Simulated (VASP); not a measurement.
# K (P6_3/mmc) in VASP: notebook

Runs on K. Level: PBEsol. Tasks: single point.

All numbers are computed with VASP 6.6.1; they aren't measurements. Logs are shortened: lines on timing, memory, paths and dates and some standing lists are left out, and cuts for length are marked.

## (1) The cell of the first run

The structure is hexagonal, space group P6_3/mmc (No. 194). Conventional cell: a = 4.768 Å, b = 4.768 Å, c = 15.699 Å, α = 90.00°, β = 90.00°, γ = 120.00°.

## (2) Single point, PBEsol

The input, INCAR:

```
SYSTEM = K
PREC     = Accurate       ! precision mode
ENCUT    = 520            ! plane-wave cutoff, eV
EDIFF    = 1E-7           ! SCF threshold, eV
ISMEAR   = 1              ! smearing method
SIGMA    = 0.15           ! smearing width, eV
LREAL    = .FALSE.        ! projectors in reciprocal space
LASPH    = .TRUE.         ! aspherical terms in the spheres
NELM     = 60             ! most SCF steps
ALGO     = Normal         ! electronic algorithm
ISIF     = 2              ! what is computed and relaxed
LWAVE    = .FALSE.        ! write WAVECAR
LCHARG   = .TRUE.         ! write CHGCAR
GGA      = PS             ! functional
LELF     = .TRUE.         ! ELF
LVHAR    = .TRUE.       
NBANDS   = 26             ! bands
```

The input, KPOINTS:

```
regular mesh
0
G
  6 6 2
  0 0 0
```

The input, POSCAR:

```
K
1.0
    4.7684340000      0.0000000000      0.0000000000
   -2.3842170000      4.1295850000      0.0000000000
    0.0000000000      0.0000000000     15.6992010000
K
4
Direct
    0.0000000000      0.0000000000      0.0000000000
    0.3333333333      0.6666666667      0.7500000000
    0.0000000000      0.0000000000      0.5000000000
    0.6666666667      0.3333333333      0.2500000000
```

Potentials or basis: VASP PAW PBE potentials, release 64 (K_sv).

Launch:

```
cat potpaw_PBE.64/K_sv/POTCAR > POTCAR
mpirun -np 1 vasp_std > vasp.out
```

OUTCAR:

```text
SYSTEM = K
   PREC = Accurate
   ENCUT = 520
   EDIFF = 1E-7
   ISMEAR = 1
   LREAL = .FALSE.
   LASPH = .TRUE.
   NELM = 60
   ISIF = 2
   GGA = PS

 ion  position               nearest neighbor table
   1  0.000  0.000  0.000-
   2  0.333  0.667  0.750-
   3  0.000  0.000  0.500-
   4  0.667  0.333  0.250-

  LATTYP: Found a hexagonal cell.
 ALAT       =     4.7684340000
 C/A-ratio  =     3.2923179811

  Lattice vectors:

 A1 = (   4.7684340000,   0.0000000000,   0.0000000000)
 A2 = (  -2.3842170000,   4.1295850000,   0.0000000000)
 A3 = (   0.0000000000,   0.0000000000,  15.6992010000)

Analysis of symmetry for initial positions (statically):
=====================================================================
 Subroutine PRICEL returns:
 Original cell was already a primitive cell.

 Routine SETGRP: Setting up the symmetry group for a
 hexagonal supercell.

 Subroutine GETGRP returns: Found 24 space group operations
 (whereof 12 operations were pure point group operations)
 out of a pool of 24 trial point group operations.

The static configuration has the point symmetry D_3d.
 The point group associated with its full space group is D_6h.

Analysis of symmetry for dynamics (positions and initial velocities):
=====================================================================
 Subroutine PRICEL returns:
 Original cell was already a primitive cell.

 Routine SETGRP: Setting up the symmetry group for a
 hexagonal supercell.

 Subroutine GETGRP returns: Found 24 space group operations
 (whereof 12 operations were pure point group operations)
 out of a pool of 24 trial point group operations.

The dynamic configuration has the point symmetry D_3d.
 The point group associated with its full space group is D_6h.

 Subroutine INISYM returns: Found 24 space group operations
 (whereof 12 operations are pure point group operations),
 and found     1 'primitive' translations

----------------------------------------------------------------------------------------

                                     Primitive cell

  volume of cell :     309.1432

  direct lattice vectors                    reciprocal lattice vectors
     4.768434000  0.000000000  0.000000000     0.209712455  0.121077542  0.000000000
    -2.384217000  4.129585000  0.000000000     0.000000000  0.242155083  0.000000000
     0.000000000  0.000000000 15.699201000     0.000000000  0.000000000  0.063697509

  length of vectors
     4.768434000  4.768434017 15.699201000     0.242155084  0.242155083  0.063697509

  position of ions in fractional coordinates (direct lattice)
     0.000000000  0.000000000  0.000000000
     0.333333333  0.666666667  0.750000000
     0.000000000  0.000000000  0.500000000
     0.666666667  0.333333333  0.250000000

  ion indices of the primitive-cell ions
   primitive index   ion index
                 1           1
                 2           2
                 3           3
                 4           4

----------------------------------------------------------------------------------------

 KPOINTS: regular mesh

Automatic generation of k-mesh.
 Grid dimensions read from file:
 generate k-points for:    6    6    2

 Generating k-lattice:

  Cartesian coordinates                     Fractional coordinates (reciprocal lattice)
     0.034952076  0.020179590  0.000000000     0.166666667  0.000000000  0.000000000
     0.000000000  0.040359181  0.000000000     0.000000000  0.166666667  0.000000000
     0.000000000  0.000000000  0.031848755     0.000000000  0.000000000  0.500000000

  Length of vectors
     0.040359181  0.040359181  0.031848755

  Shift w.r.t. Gamma in fractional coordinates (k-lattice)
     0.000000000  0.000000000  0.000000000

 Subroutine IBZKPT returns following result:
 ===========================================

 Found     14 irreducible k-points:

 Following reciprocal coordinates:
            Coordinates               Weight
  0.000000  0.000000  0.000000      1.000000
  0.166667 -0.000000  0.000000      6.000000
  0.333333  0.000000  0.000000      6.000000
  0.500000 -0.000000  0.000000      3.000000
  0.166667  0.166667  0.000000      6.000000
  0.333333  0.166667  0.000000     12.000000
  0.333333  0.333333  0.000000      2.000000
  0.000000  0.000000  0.500000      1.000000
  0.166667 -0.000000  0.500000      6.000000
  0.333333  0.000000  0.500000      6.000000
  0.500000 -0.000000  0.500000      3.000000
  0.166667  0.166667  0.500000      6.000000
  0.333333  0.166667  0.500000     12.000000
  0.333333  0.333333  0.500000      2.000000
   k-points           NKPTS =     14   k-points in BZ     NKDIM =     14   number of bands    NBANDS=     26
   number of dos      NEDOS =    301   number of ions     NIONS =      4
   total plane-waves  NPLWV = 155520
   dimension x,y,z NGX =    36 NGY =   36 NGZ =  120
   dimension x,y,z NGXF=    72 NGYF=   72 NGZF=  240
   ions per type =               4
[... 37 lines left out ...]
   GGA     = PS    functional components
   LHFCALC =     F    Hartree Fock is set to
   AEXX    =    0.0000 exact exchange contribution
   IVDW    =     0    specifies the selected vdW correction
   LEPSILON=     F    determine dielectric tensor
   LRPA    =     F    only Hartree local field effects (RPA)
 non-spin polarized calculation
 Methfessel and Paxton  Order N= 1 SIGMA  =   0.15
  energy-cutoff  :      520.00
  volume of cell :      309.14
 maximum number of plane-waves:      8388
 NGX is ok and might be reduce to    36
   NGX = 17   NGY = 17   NGZ = 59

 number of electron      36.0000002 magnetization

 Free energy of the ion-electron system (eV)
  ---------------------------------------------------
  ext. energy  EPLUGINS =         0.00000000
  ---------------------------------------------------
  free energy    TOTEN  =        -4.51370578 eV

  energy without entropy =       -4.52088860  energy(sigma->0) =       -4.51610005

 E-fermi :  -0.2877     XC(G=0):  -5.5743

 val. band max:       -0.3933318367   @ k =   0.3333   0.1667   0.5000
 cond. band min:      -0.1639196811   @ k =   0.1667   0.1667   0.5000
 fundamental gap:      0.2294121556
 Fermi energy:        -0.2876619901

 k-point     1 :       0.0000    0.0000    0.0000
  band No.  band energies     occupation
      1     -32.2918      2.00000
      2     -32.2905      2.00000
      3     -32.2902      2.00000
      4     -32.2889      2.00000
      5     -15.8610      2.00000
      6     -15.8340      2.00000
[... 18 lines left out ...]
     25       3.7398      0.00000
     26       3.8220      0.00000

 k-point     2 :       0.1667   -0.0000    0.0000
  band No.  band energies     occupation
      1     -32.2911      2.00000
      2     -32.2900      2.00000
      3     -32.2897      2.00000
      4     -32.2886      2.00000
      5     -15.8563      2.00000
      6     -15.8360      2.00000
[... 18 lines left out ...]
     25       3.0965      0.00000
     26       3.1056      0.00000

 k-point     3 :       0.3333    0.0000    0.0000
  band No.  band energies     occupation
      1     -32.2896      2.00000
      2     -32.2890      2.00000
      3     -32.2886      2.00000
      4     -32.2880      2.00000
      5     -15.8513      2.00000
      6     -15.8509      2.00000
[... 18 lines left out ...]
     25       2.4657     -0.00000
     26       2.5301     -0.00000

 k-point     4 :       0.5000   -0.0000    0.0000
  band No.  band energies     occupation
      1     -32.2888      2.00000
      2     -32.2885      2.00000
      3     -32.2881      2.00000
      4     -32.2878      2.00000
      5     -15.8613      2.00000
      6     -15.8601      2.00000
[... 18 lines left out ...]
     25       1.8037     -0.00000
     26       2.1329     -0.00000
[... 206 lines left out ...]
      1     -32.2898      2.00000
      2     -32.2898      2.00000
      3     -32.2884      2.00000
      4     -32.2884      2.00000
      5     -15.8480      2.00000
      6     -15.8480      2.00000
[... 18 lines left out ...]
     25       2.5425     -0.00000
     26       2.5425     -0.00000

 k-point    13 :       0.3333    0.1667    0.5000
  band No.  band energies     occupation
      1     -32.2887      2.00000
      2     -32.2887      2.00000
      3     -32.2879      2.00000
      4     -32.2879      2.00000
      5     -15.8532      2.00000
      6     -15.8532      2.00000
[... 18 lines left out ...]
     25       1.9794     -0.00000
     26       1.9794     -0.00000

 k-point    14 :       0.3333    0.3333    0.5000
  band No.  band energies     occupation
      1     -32.2882      2.00000
      2     -32.2882      2.00000
      3     -32.2879      2.00000
      4     -32.2879      2.00000
      5     -15.8487      2.00000
      6     -15.8487      2.00000
[... 18 lines left out ...]
     25       1.6048     -0.00000
     26       1.6048     -0.00000

------------------------ aborting loop because EDIFF is reached ----------------------------------------

  FORCE on cell =-STRESS in cart. coord.  units (eV):
  Direction    XX          YY          ZZ          XY          YZ          ZX
  --------------------------------------------------------------------------------------
  -------------------------------------------------------------------------------------
  Total       -0.3389676     -0.3389676     -0.9079299      0.0000000      0.0000000     -0.0000000
  in kB       -1.7567465     -1.7567465     -4.7054718      0.0000000      0.0000000     -0.0000000
  external PRESSURE =      -2.7396549 kB  Pullay stress =       0.0000000 kB

 VOLUME and BASIS-vectors are now :
 -----------------------------------------------------------------------------
  energy-cutoff  :      520.00
  volume of cell :      309.14
      direct lattice vectors                 reciprocal lattice vectors
     4.768434000  0.000000000  0.000000000     0.209712455  0.121077542  0.000000000
    -2.384217000  4.129585000  0.000000000     0.000000000  0.242155083  0.000000000
     0.000000000  0.000000000 15.699201000     0.000000000  0.000000000  0.063697509

 POSITION                                       TOTAL-FORCE (eV/Angst)
 -----------------------------------------------------------------------------------
      0.00000      0.00000      0.00000        -0.000000      0.000000      0.000000
     -0.00000      2.75306     11.77440         0.000000      0.000000      0.000000
      0.00000      0.00000      7.84960        -0.000000      0.000000      0.000000
      2.38422      1.37653      3.92480        -0.000000      0.000000     -0.000000
 -----------------------------------------------------------------------------------
    total drift:                               -0.000000      0.000000     -0.000000

  FREE ENERGIE OF THE ION-ELECTRON SYSTEM (eV)
  ---------------------------------------------------
  free  energy   TOTEN  =        -4.5137057777 eV

  energy  without entropy=       -4.5208886024  energy(sigma->0) =       -4.51610005
```

It took 3.3 min on 1 thread of Oxide Virtual Turin-like, shared host; peak memory 0.37 GiB.

What came out:

```yaml
Free_energy: -4.5137 eV
Pressure: -0.3 GPa
Band_gap_on_the_k_mesh: zero (band 18 reaches 0.63 eV, above the bottom of band 19 at -1.68 eV)
```

Caveat: the PAW data sets were made with another functional, which shifts forces and pressure a little.

## (3) Single point, PBEsol

This run uses another cell than the first one, of 79.22 Å³/atom, 1.025 times its volume.

The input, INCAR:

```
SYSTEM = K
ALGO = Normal
EDIFF = 1E-6
ENCUT = 520
GGA = PS
ISIF = 2
ISMEAR = 1
LASPH = .True.
LCHARG = .True.
LELF = .True.
LREAL = .False.
LVHAR = .True.
LWAVE = .False.
NBANDS = 26
NELM = 80
PREC = Accurate
SIGMA = 0.15
```

The input, KPOINTS:

```
k-points
0
Gamma
  6 6 2
  0 0 0
```

The input, POSCAR:

```
K
1.0
    4.8078443327      0.0000000000      0.0000000000
   -2.4039221663      4.1637153494      0.0000000000
    0.0000000000      0.0000000000     15.8289523469
K
4
Direct
    0.0000000000      0.0000000000      0.0000000000
    0.3333333333      0.6666666667      0.7500000000
    0.0000000000      0.0000000000      0.5000000000
    0.6666666667      0.3333333333      0.2500000000
```

Potentials or basis: VASP PAW PBE potentials, release 64 (K_sv).

Launch:

```
cat potpaw_PBE.64/K_sv/POTCAR > POTCAR
mpirun -np 1 vasp_std > vasp.out
```

Run time: 2.1 min. Hardware: 1 thread of Oxide Virtual Turin-like, shared host; peak memory 0.38 GiB.

The run converged. Its results:

```yaml
Free_energy: -4.4995 eV
Pressure: -0.3 GPa
Band_gap_on_the_k_mesh: zero (band 18 reaches 0.57 eV, above the bottom of band 19 at -1.71 eV)
```

Stress tensor (GPa, compression positive):
```
-0.25  0.00  0.00
 0.00 -0.25  0.00
 0.00  0.00 -0.53
```

Levels at points of the mesh, in eV from the Fermi level:
```csv
k point,band 15,band 16,band 17,band 18,band 19,band 20,band 21,band 22
"(0.00, 0.00, 0.00)",-15.54,-15.54,-2.04,-1.37,-1.37,0.31,0.52,2.66
"(0.50, 0.00, 0.00)",-15.55,-15.54,0.17,0.24,0.65,0.65,0.81,0.83
"(0.00, 0.00, 0.50)",-15.54,-15.54,-1.87,-1.87,-0.59,-0.59,1.54,1.54
"(0.50, 0.00, 0.50)",-15.55,-15.55,0.29,0.29,0.39,0.39,1.23,1.23
```

Caveat: the PAW data sets were made with another functional, which shifts forces and pressure a little.

## (4) Single point, PBEsol

This run uses another cell than the first one, of 81.15 Å³/atom, 1.050 times its volume.

The input, INCAR:

```
ALGO = Normal
EDIFF = 1E-6
ENCUT = 520
GGA = PS
ISIF = 2
ISMEAR = 1
LASPH = True
LCHARG = False
LREAL = False
LWAVE = False
NBANDS = 26
NELM = 80
PREC = Accurate
SIGMA = 0.15
```

The input, KPOINTS:

```
k-points
0
Gamma
  6 6 2
```

The input, POSCAR:

```
K
1.0
    4.8466189453      0.0000000000      0.0000000000
   -2.4233094727      4.1972951492      0.0000000000
    0.0000000000      0.0000000000     15.9566107013
K
4
Direct
    0.0000000000      0.0000000000      0.0000000000
    0.3333333333      0.6666666667      0.7500000000
    0.0000000000      0.0000000000      0.5000000000
    0.6666666667      0.3333333333      0.2500000000
```

Launch:

```
cat potpaw_PBE.64/K_sv/POTCAR > POTCAR
mpirun -np 1 vasp_std > vasp.out
```

It took 2.1 min on 1 thread of Oxide Virtual Turin-like, shared host; peak memory 0.37 GiB.

The run converged. Its results:

- Free energy: -4.4825 eV
- Pressure: -0.4 GPa
- Band gap on the k mesh: zero (band 18 reaches 0.52 eV, above the bottom of band 19 at -1.73 eV)

Stress tensor (GPa, compression positive):
```
-0.30  0.00  0.00
 0.00 -0.30  0.00
 0.00  0.00 -0.57
```

Levels at points of the mesh, in eV from the Fermi level:
| k point | band 16 | band 17 | band 18 | band 19 | band 20 | band 21 |
| --- | --- | --- | --- | --- | --- | --- |
| (0.00, 0.00, 0.00) | -15.56 | -2.01 | -1.35 | -1.35 | 0.31 | 0.51 |
| (0.50, 0.00, 0.00) | -15.56 | 0.17 | 0.23 | 0.65 | 0.65 | 0.80 |
| (0.00, 0.00, 0.50) | -15.56 | -1.84 | -1.84 | -0.58 | -0.58 | 1.53 |
| (0.50, 0.00, 0.50) | -15.57 | 0.29 | 0.29 | 0.39 | 0.39 | 1.23 |

Caveat: the PAW data sets were made with another functional, which shifts forces and pressure a little.

## (5) Single point, PBEsol

This run uses another cell than the first one, of 83.08 Å³/atom, 1.075 times its volume.

The input, INCAR:

```
ALGO = Normal ; EDIFF = 1E-6
ENCUT = 520 ; GGA = PS
ISIF = 2 ; ISMEAR = 1
LASPH = True ; LCHARG = False
LREAL = False ; LWAVE = False
NBANDS = 26 ; NELM = 80
PREC = Accurate ; SIGMA = 0.15
```

KPOINTS is that of step 4.

The input, POSCAR:

```
K
1.0
    4.8847828705      0.0000000000      0.0000000000
   -2.4423914353      4.2303460781      0.0000000000
    0.0000000000      0.0000000000     16.0822584785
K
4
Direct
    0.0000000000      0.0000000000      0.0000000000
    0.3333333333      0.6666666667      0.7500000000
    0.0000000000      0.0000000000      0.5000000000
    0.6666666667      0.3333333333      0.2500000000
```

Launch:

```
cat potpaw_PBE.64/K_sv/POTCAR > POTCAR
mpirun -np 1 vasp_std > vasp.out
```

It took 2.8 min on 1 thread of Oxide Virtual Turin-like, shared host; peak memory 0.37 GiB.

The run converged. Its results:

```
Free energy            : -4.4629 eV
Pressure               : -0.4 GPa
Band gap on the k mesh : zero (band 18 reaches 0.48 eV, above the bottom of band 19 at -1.75 eV)
```

Stress tensor (GPa, compression positive):
```
-0.36  0.00  0.00
 0.00 -0.36  0.00
 0.00  0.00 -0.61
```

Levels at points of the mesh, in eV from the Fermi level:
```csv
k point,band 16,band 17,band 18,band 19,band 20,band 21
"(0.00, 0.00, 0.00)",-15.58,-1.98,-1.33,-1.33,0.30,0.50
"(0.50, 0.00, 0.00)",-15.58,0.16,0.23,0.65,0.65,0.79
"(0.00, 0.00, 0.50)",-15.58,-1.81,-1.81,-0.58,-0.58,1.51
"(0.50, 0.00, 0.50)",-15.59,0.28,0.28,0.38,0.38,1.22
```

Caveat: the PAW data sets were made with another functional, which shifts forces and pressure a little.

## (6) Single point, PBEsol

This run uses another cell than the first one, of 85.01 Å³/atom, 1.100 times its volume.

The input, INCAR:

```
ALGO = Normal
EDIFF = 1E-6
ENCUT = 520
GGA = PS
ISIF = 2
ISMEAR = 1
LASPH = True
LCHARG = True
LELF = True
LREAL = False
LVHAR = True
LWAVE = False
NBANDS = 26
NELM = 60
PREC = Accurate
SIGMA = 0.15
```

KPOINTS is that of step 5.

The input, POSCAR:

```
K
1.0
    4.9223596001      0.0000000000      0.0000000000
   -2.4611798000      4.2628884806      0.0000000000
    0.0000000000      0.0000000000     16.2059730209
K
4
Direct
    0.0000000000      0.0000000000      0.0000000000
    0.3333333333      0.6666666667      0.7500000000
    0.0000000000      0.0000000000      0.5000000000
    0.6666666667      0.3333333333      0.2500000000
```

Potentials or basis: VASP PAW PBE potentials, release 64 (K_sv).

Launch:

```
cat potpaw_PBE.64/K_sv/POTCAR > POTCAR
mpirun -np 1 vasp_std > vasp.out
```

Run time: 3.4 min. Hardware: 1 thread of Oxide Virtual Turin-like, shared host; peak memory 0.45 GiB.

Results (log left out):

```
Free energy            : -4.4411 eV
Pressure               : -0.5 GPa
Band gap on the k mesh : zero (band 18 reaches 0.43 eV, above the bottom of band 19 at -1.78 eV)
```

Stress tensor (GPa, compression positive):
```
-0.40  0.00  0.00
 0.00 -0.40  0.00
 0.00  0.00 -0.65
```

Levels at points of the mesh, in eV from the Fermi level:
```tsv
k point	band 14	band 15	band 16	band 17	band 18	band 19	band 20	band 21	band 22	band 23
(0.00, 0.00, 0.00)	-15.60	-15.60	-15.60	-1.95	-1.31	-1.31	0.30	0.50	2.60	2.61
(0.50, 0.00, 0.00)	-15.61	-15.61	-15.60	0.16	0.23	0.64	0.65	0.78	0.79	1.77
(0.00, 0.00, 0.50)	-15.60	-15.60	-15.60	-1.78	-1.78	-0.57	-0.57	1.50	1.50	3.58
(0.50, 0.00, 0.50)	-15.61	-15.60	-15.60	0.28	0.28	0.38	0.38	1.22	1.22	1.40
```

Caveat: the PAW data sets were made with another functional, which shifts forces and pressure a little.

## (7) Overview

| cell | gap on the mesh (eV) | pressure (GPa) |
| --- | --- | --- |
| a = 4.768, b = 4.768, c = 15.699 Å, angles 90.0, 90.0, 120.0°, 4 atoms | none | -0.3 |
| a = 4.808, b = 4.808, c = 15.829 Å, angles 90.0, 90.0, 120.0°, 4 atoms | none | -0.3 |
| a = 4.847, b = 4.847, c = 15.957 Å, angles 90.0, 90.0, 120.0°, 4 atoms | none | -0.4 |
| a = 4.885, b = 4.885, c = 16.082 Å, angles 90.0, 90.0, 120.0°, 4 atoms | none | -0.4 |
| a = 4.922, b = 4.922, c = 16.206 Å, angles 90.0, 90.0, 120.0°, 4 atoms | none | -0.5 |

Alike in all rows: task single point; level PBEsol; potentials or basis VASP PAW PBE potentials, release 64 (K_sv); no spin polarisation; k mesh 6 × 6 × 2; cutoff (eV) 520; smearing methfessel-paxton 0.15 eV.

Caveats: the PAW data sets were made with another functional, which shifts forces and pressure a little.

Absolute energies hang on the potentials; compare differences alone.
